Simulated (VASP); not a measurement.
# W (Im-3m) in VASP: notebook

The runs below take W through elastic constants, with PBE.

Program: VASP 6.6.1. These are calculated values, not measurements. Logs are shortened: lines on timing, memory, paths and dates and some standing lists are left out, and cuts for length are marked.

**1. The cell of the first run**

The structure is cubic, space group Im-3m (No. 229). Conventional cell: a = 3.185 Å, b = 3.185 Å, c = 3.185 Å, α = 90.00°, β = 90.00°, γ = 90.00°. W (site symmetry m-3m) has 14 W at 2.76 to 3.18 Å within 3.6 Å.

**2. Elastic constants, PBE**

The input, INCAR:

```
SYSTEM = W
PREC = Accurate
ENCUT = 600
EDIFF = 1E-8
ISMEAR = 0
SIGMA = 0.1
LREAL = .FALSE.
LASPH = .TRUE.
NELM = 100
ALGO = Fast
ISIF = 3
LWAVE = .FALSE.
LCHARG = .FALSE.
GGA = PE
IBRION = 6
NFREE = 2
POTIM = 0.015
NSW = 1
```

The input, KPOINTS:

```
Automatic mesh
0
G
  12 12 12
  0 0 0
```

The input, POSCAR:

```
W
1.0
   -1.5923055280      1.5923055280      1.5923055280
    1.5923055280     -1.5923055280      1.5923055280
    1.5923055280      1.5923055280     -1.5923055280
W
1
Direct
    0.0000000000      0.0000000000      0.0000000000
```

Potentials or basis: VASP PAW PBE potentials, release 64 (W_sv).

Started as:

```
$ cat potpaw_PBE.64/W_sv/POTCAR > POTCAR
$ mpirun -np 1 vasp_std > vasp.out
```

OUTCAR:

```text
SYSTEM = W
   PREC = Accurate
   ENCUT = 600
   EDIFF = 1E-8
   ISMEAR = 0
   LREAL = .FALSE.
   LASPH = .TRUE.
   NELM = 100
   ISIF = 3
   GGA = PE
   IBRION = 6
   NFREE = 2
   POTIM = 0.015
   NSW = 1

 ion  position               nearest neighbor table
   1  0.000  0.000  0.000-

  LATTYP: Found a body centered cubic cell.
 ALAT       =     3.1846110560

  Lattice vectors:

 A1 = (  -1.5923055280,   1.5923055280,   1.5923055280)
 A2 = (   1.5923055280,  -1.5923055280,   1.5923055280)
 A3 = (   1.5923055280,   1.5923055280,  -1.5923055280)

Analysis of symmetry for initial positions (statically):
=====================================================================
 Subroutine PRICEL returns:
 Original cell was already a primitive cell.

 Routine SETGRP: Setting up the symmetry group for a
 body centered cubic supercell.

 Subroutine GETGRP returns: Found 48 space group operations
 (whereof 48 operations were pure point group operations)
 out of a pool of 48 trial point group operations.

The static configuration has the point symmetry O_h .

Analysis of symmetry for dynamics (positions and initial velocities):
=====================================================================
 Subroutine PRICEL returns:
 Original cell was already a primitive cell.

 Routine SETGRP: Setting up the symmetry group for a
 body centered cubic supercell.

 Subroutine GETGRP returns: Found 48 space group operations
 (whereof 48 operations were pure point group operations)
 out of a pool of 48 trial point group operations.

The dynamic configuration has the point symmetry O_h .

 Subroutine INISYM returns: Found 48 space group operations
 (whereof 48 operations are pure point group operations),
 and found     1 'primitive' translations

----------------------------------------------------------------------------------------

                                     Primitive cell

  volume of cell :      16.1488

  direct lattice vectors                    reciprocal lattice vectors
[... 341 lines left out ...]
     10      13.3899      0.00000
     11      25.6520      0.00000
[... 309 lines left out ...]
 k-point    24 :       0.4167    0.0833    0.0833
  band No.  band energies     occupation
      1     -62.9164      2.00000
      2     -27.7597      2.00000
      3     -27.0794      2.00000
      4     -26.7166      2.00000
      5       5.6678      2.00000
      6       7.6493      2.00000
      7      10.8614      1.99677
      8      13.5146      0.00000
      9      14.2673      0.00000
     10      18.4140      0.00000
     11      20.8492      0.00000

 [... further k-points ...]

------------------------ aborting loop because EDIFF is reached ----------------------------------------

  FORCE on cell =-STRESS in cart. coord.  units (eV):
  Direction    XX          YY          ZZ          XY          YZ          ZX
  --------------------------------------------------------------------------------------
  -------------------------------------------------------------------------------------
  Total        0.0584181      0.0584181      0.0584181     -0.0000000      0.0000000      0.0000000
  in kB        5.7958675      5.7958675      5.7958675     -0.0000000      0.0000000      0.0000000
  external PRESSURE =       5.7958675 kB  Pullay stress =       0.0000000 kB
[... 16 lines left out ...]
  FREE ENERGIE OF THE ION-ELECTRON SYSTEM (eV)
  ---------------------------------------------------
  free  energy   TOTEN  =       -12.9566518570 eV

  energy  without entropy=      -12.9536992145  energy(sigma->0) =      -12.95517554

 INTERNAL STRAIN TENSORS FROM STRAINED CELLS
 ============================================

 INTERNAL STRAIN TENSOR FOR ION    1 for displacements in x,y,z  (eV/Angst):
          X           Y           Z          XY          YZ          ZX
  --------------------------------------------------------------------------------
  x     0.00000    -0.00000    -0.00000     0.00000     0.00000     0.00000
  y    -0.00000    -0.00000     0.00000     0.00000     0.00000    -0.00000
  z     0.00000     0.00000     0.00000    -0.00000    -0.00000     0.00000

 INTERNAL STRAIN TENSORS FROM DISPLACED ATOMS
 ============================================

 INTERNAL STRAIN TENSOR FOR ION    1 for displacements in x,y,z  (eV/Angst):
          X           Y           Z          XY          YZ          ZX
  --------------------------------------------------------------------------------
  x     0.00000     0.00000     0.00000     0.00000     0.00000     0.00000
  y     0.00000     0.00000     0.00000     0.00000     0.00000     0.00000
  z     0.00000     0.00000     0.00000     0.00000     0.00000     0.00000

 Eigenvectors and eigenvalues of the dynamical matrix
 ----------------------------------------------------

   1 f/i=    0.000000 THz     0.000000 2PiTHz    0.000000 cm-1     0.000000 meV
             X         Y         Z           dx          dy          dz
      0.000000  0.000000  0.000000     0.869686   -0.493606    0.000000

   2 f/i=    0.000000 THz     0.000000 2PiTHz    0.000000 cm-1     0.000000 meV
             X         Y         Z           dx          dy          dz
      0.000000  0.000000  0.000000    -0.493606   -0.869686    0.000000

   3 f/i=    0.000000 THz     0.000000 2PiTHz    0.000000 cm-1     0.000000 meV
             X         Y         Z           dx          dy          dz
      0.000000  0.000000  0.000000     0.000000    0.000000    1.000000

--------------------------------------------------------------------------------------------------------

 ELASTIC MODULI CONTR FROM IONIC RELAXATION (kBar)
 Direction    XX          YY          ZZ          XY          YZ          ZX
 --------------------------------------------------------------------------------
 XX           0.0000      0.0000      0.0000      0.0000      0.0000      0.0000
 YY           0.0000      0.0000      0.0000      0.0000      0.0000      0.0000
 ZZ           0.0000      0.0000      0.0000      0.0000      0.0000      0.0000
 XY           0.0000      0.0000      0.0000      0.0000      0.0000      0.0000
 YZ           0.0000      0.0000      0.0000      0.0000      0.0000      0.0000
 ZX           0.0000      0.0000      0.0000      0.0000      0.0000      0.0000
 --------------------------------------------------------------------------------

 TOTAL ELASTIC MODULI (kBar)
 Direction    XX          YY          ZZ          XY          YZ          ZX
 --------------------------------------------------------------------------------
 XX        5140.4201   2003.2582   2003.2582      0.0000      0.0000     -0.0000
 YY        2003.2582   5140.4201   2003.2582     -0.0000      0.0000      0.0000
 ZZ        2003.2582   2003.2582   5140.4201      0.0000      0.0000      0.0000
 XY           0.0000     -0.0000      0.0000   1214.6281      0.0000      0.0000
 YZ           0.0000      0.0000      0.0000      0.0000   1214.6281      0.0000
 ZX          -0.0000      0.0000      0.0000      0.0000      0.0000   1214.6281
 --------------------------------------------------------------------------------
```

OSZICAR:

```text
N       E                     dE             d eps       ncg     rms          rms(c)
DAV:   1     0.842186250700E+02    0.84219E+02   -0.84325E+03  1584   0.157E+03
DAV:   2    -0.117292545617E+02   -0.95948E+02   -0.92647E+02  1698   0.361E+02
DAV:   3    -0.135825946838E+02   -0.18533E+01   -0.18333E+01  1799   0.473E+01
[... 203 lines left out ...]
RMM:   8    -0.129566518094E+02   -0.26277E-06   -0.25359E-06  1521   0.196E-02    0.194E-04
RMM:   9    -0.129566518784E+02   -0.69030E-07   -0.68611E-07  1349   0.927E-03    0.199E-04
RMM:  10    -0.129566518724E+02    0.59570E-08   -0.13734E-07  1204   0.402E-03    0.116E-04
RMM:  11    -0.129566518477E+02    0.24775E-07   -0.31476E-08  1123   0.196E-03    0.269E-04
RMM:  12    -0.129566518570E+02   -0.92912E-08   -0.62383E-09   986   0.882E-04
  15 F= -.12956652E+02 E0= -.12955176E+02  d E =-.295264E-02
```

Run time: 4.2 min. Hardware: 1 thread of Intel Xeon 6975P-C (Granite Rapids), shared host; peak memory 0.31 GiB.

Results:

```
Elastic constants C11, C12, C44 : 514, 200, 121 GPa
Voigt bulk modulus              : 305 GPa
```

Elastic tensor in Voigt notation (GPa, in the Cartesian axes of the cell as first typed):
```
514 200 200   0   0   0
200 514 200   0   0   0
200 200 514   0   0   0
  0   0   0 121   0   0
  0   0   0   0 121   0
  0   0   0   0   0 121
```

Clamped-ion elastic tensor (GPa):
```
514 200 200   0   0   0
200 514 200   0   0   0
200 200 514   0   0   0
  0   0   0 121   0   0
  0   0   0   0 121   0
  0   0   0   0   0 121
```

Caveat: spin-orbit coupling is left out, which moves the levels of the heavy elements.

**3. Elastic constants, PBE**

The input, INCAR:

```
SYSTEM = W
ALGO = Fast
EDIFF = 1E-8
ENCUT = 600
GGA = PE
IBRION = 6
ISIF = 3
ISMEAR = 0
LASPH = .True.
LCHARG = .False.
LREAL = .False.
LWAVE = .False.
NBANDS = 13
NELM = 60
NFREE = 2
NSW = 1
POTIM = 0.015
PREC = Accurate
SIGMA = 0.1
```

The input, KPOINTS:

```
k-points
0
Gamma
  16 16 16
  0 0 0
```

The input, POSCAR:

```
W
1.0
   -1.5913940561      1.5913940561      1.5913940561
    1.5913940561     -1.5913940561      1.5913940561
    1.5913940561      1.5913940561     -1.5913940561
W
1
Direct
    0.0000000000      0.0000000000      0.0000000000
```

Potentials or basis: VASP PAW PBE potentials, release 64 (W_sv).

Started as:

```
$ cat potpaw_PBE.64/W_sv/POTCAR > POTCAR
$ mpirun -np 1 vasp_std > vasp.out
```

It took 10 min on 1 thread of Intel Xeon 6975P-C (Granite Rapids), shared host; peak memory 0.56 GiB.

It converged, with:

```
Elastic constants C11, C12, C44 : 496, 209, 125 GPa
Voigt bulk modulus              : 305 GPa
```

Elastic tensor in Voigt notation (GPa, in the Cartesian axes of the cell as first typed):
```
496 209 209   0   0   0
209 496 209   0   0   0
209 209 496   0   0   0
  0   0   0 125   0   0
  0   0   0   0 125   0
  0   0   0   0   0 125
```

Clamped-ion elastic tensor (GPa):
```
496 209 209   0   0   0
209 496 209   0   0   0
209 209 496   0   0   0
  0   0   0 125   0   0
  0   0   0   0 125   0
  0   0   0   0   0 125
```

Caveat: spin-orbit coupling is left out, which moves the levels of the heavy elements.
